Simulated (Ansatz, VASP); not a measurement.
**BN: VASP beside Ansatz**

Contents of INCAR:

```
ALGO = Normal
EDIFF = 1E-6
ENCUT = 600
GGA = PE
GGA_COMPAT = F
ISIF = 2
ISMEAR = 0
LASPH = T
LCHARG = T
LELF = T
LREAL = F
LVHAR = T
LWAVE = F
NBANDS = 11
NELM = 120
PREC = Accurate
SIGMA = 0.05
```

The input KPOINTS:

```
k-points
0
Gamma
  12 12 12
```

The input POSCAR:

```
BN
1.0
    0.0000000000      1.8076872582      1.8076872582
    1.8076872582      0.0000000000      1.8076872582
    1.6707850765      1.6707850765      0.1369021817
B N
1 1
Direct
    0.0000000000      0.0000000000      0.0000000000
    0.7500000000      0.7500000000      0.7500000000
```

Input for Ansatz:

```yaml
crystal:
  lattice:
    - [0.0, 1.8076872582, 1.8076872582]
    - [1.8076872582, 0.0, 1.8076872582]
    - [1.6707850765, 1.6707850765, 0.1369021817]
  atoms:
    - { symbol: B, position: [0.0, 0.0, 0.0] }
    - { symbol: "N", position: [0.75, 0.75, 0.75] }
basis:
  ecutwfc: 520.0
kpoints:
  mp_grid: { grid: [12, 12, 12] }
hamiltonian:
  xc: pbe
  pseudopotentials: { kind: paw, azcp: { folder: soft_1 } }
scf:
  occupations: { method: gaussian, width: 0.05 }
output:
  forces: true
  stress: true
  eigenvalues: true
```

Alike in both runs: task single point; functional PBE; k mesh 12 × 12 × 12; occupations gaussian, width 0.05 eV; no spin polarisation.

```csv
,VASP,Ansatz
version,VASP 6.6.1,Ansatz 0.2.0
potentials or method,"VASP PAW PBE potentials, release 64 (B, N), cutoff 600 eV","scalar-relativistic, plane waves, PAW"
valence electrons in the cell,8,8
```

Ansatz gave:

```
gap on the k mesh at the Fermi level (eV) : 4.14
least direct gap on the mesh (eV)         : 8.21
rms of the force components (eV/Å)        : 1.233
```

Task: Which values does VASP return?

Result: gap on the k mesh at the Fermi level (eV): 4.13; least direct gap on the mesh (eV): 8.21; rms of the force components (eV/Å): 1.247.

Atom by atom the forces differ by 0.014 eV/Å (rms over components).
